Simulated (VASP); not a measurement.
Here is a VASP 6.6.1 calculation.

INCAR

```
PREC = Accurate ; ENCUT = 1300
EDIFF = 1E-6 ; ISMEAR = 0
SIGMA = 0.01 ; LREAL = False
LASPH = True ; NELM = 120
ALGO = Normal ; ISIF = 2
LWAVE = False ; LCHARG = False
GGA = CA ; NBANDS = 11
GGA_COMPAT = False
```

File KPOINTS:

```
Automatic mesh
0
Gamma
  8 8 8
```

The input POSCAR:

```
C
1.0
    0.0000000000      1.7833700000      1.7833700000
    1.7833700000      0.0000000000      1.7833700000
    1.7833700000      1.7833700000      0.0000000000
C
2
Direct
    0.0000000000      0.0000000000      0.0000000000
    0.2500000000      0.2500000000      0.2500000000
```

Potentials or basis: VASP PAW LDA potentials, release 64 (C_h).

Command:

```sh
$ cat potpaw_LDA.64/C_h/POTCAR > POTCAR
$ mpirun -np 1 vasp_std > vasp.out
```

**Question.** Predict the pressure.

**Answer.** -12.3 GPa.

**Question.** Estimate the band gap on the k mesh.

**Answer.** 4.10 eV (least direct gap 5.54 eV).

Caveat: the cell stands under tension. A k mesh can miss the band edges.
